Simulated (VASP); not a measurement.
Input of a VASP 6.6.1 run:

The input INCAR:

```
ALGO = Normal
EDIFF = 1E-6
ENCUT = 520
GGA = CA
ISIF = 2
ISMEAR = 0
LASPH = True
LCHARG = True
LELF = True
LREAL = False
LVHAR = True
LWAVE = False
NBANDS = 19
NELM = 100
PREC = Accurate
SIGMA = 0.05
```

The input KPOINTS:

```
k-points
0
Gamma
  6 6 6
```

The input POSCAR:

```
SrCl2
1.0
    0.0000000000      3.4855000000      3.6249200000
    3.4855000000      0.0000000000      3.6249200000
    3.4855000000      3.4855000000      0.0000000000
Sr Cl
1 2
Direct
    0.0000000000      0.0000000000      0.0000000000
    0.2500000000      0.2500000000      0.2500000000
    0.7500000000      0.7500000000      0.7500000000
```

Potentials or basis: VASP PAW LDA potentials, release 64 (Sr_sv, Cl).

Command:

```console
$ cat potpaw_LDA.64/Sr_sv/POTCAR potpaw_LDA.64/Cl/POTCAR > POTCAR
$ mpirun -np 1 vasp_std > vasp.out
```

(1) Predict the band gap on the k mesh.

(2) Predict the pressure.

Results:

(1) 4.63 eV (least direct gap 4.95 eV).

(2) -3.8 GPa.

Caveat: the cell differs from its parent crystal (strain +0.000 along x and y, +0.040 along z); the cell stands under tension.
